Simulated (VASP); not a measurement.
**HfO2: single point with PBEsol**

The system is HfO2.

```
Hf O
1.0
     0.00000    2.52918    2.52918
     2.52918    0.00000    2.52918
     2.52918    2.52918    0.00000
Hf O
1 2
Direct
  0.00000 0.00000 0.00000
  0.25000 0.25000 0.25000
  0.75000 0.75000 0.75000
```

| Item | Value |
| --- | --- |
| Program | VASP 6.6.1 |
| Task | single point |
| Functional | PBEsol |
| Potentials or basis | VASP PAW PBE potentials, release 64 (Hf_pv, O) |
| Cutoff | 520 eV |
| k mesh | 8 × 8 × 8 |
| Occupations | gaussian, width 0.01 eV |
| Spin | no spin polarisation |

```yaml
Pressure: -5.9 GPa
Band_gap_on_the_k_mesh: 3.69 eV, direct
```

Levels at points of the mesh, in eV from the valence-band top:
```tsv
k point	band 8	band 9	band 10	band 11	band 12	band 13	band 14	band 15
(0.00, 0.00, 0.00)	-5.44	-0.62	-0.62	-0.62	3.80	3.80	5.70	10.51
(0.50, 0.00, 0.00)	-3.10	-2.79	-1.86	-1.86	4.55	4.55	7.02	8.86
(0.50, 0.50, 0.00)	-3.52	-1.56	-1.56	0.00	3.69	5.47	6.66	8.19
```

It took 18 s on 1 thread of Intel(R) Xeon(R) Platinum 8124M CPU @ 3.00GHz (Skylake/Cascade Lake), with other jobs on the host, peak memory 0.16 GiB.

Caveat: the PAW data sets were made with another functional, which shifts forces and pressure a little; spin-orbit coupling is left out, which moves the levels of the heavy elements. A k mesh can miss the band edges.
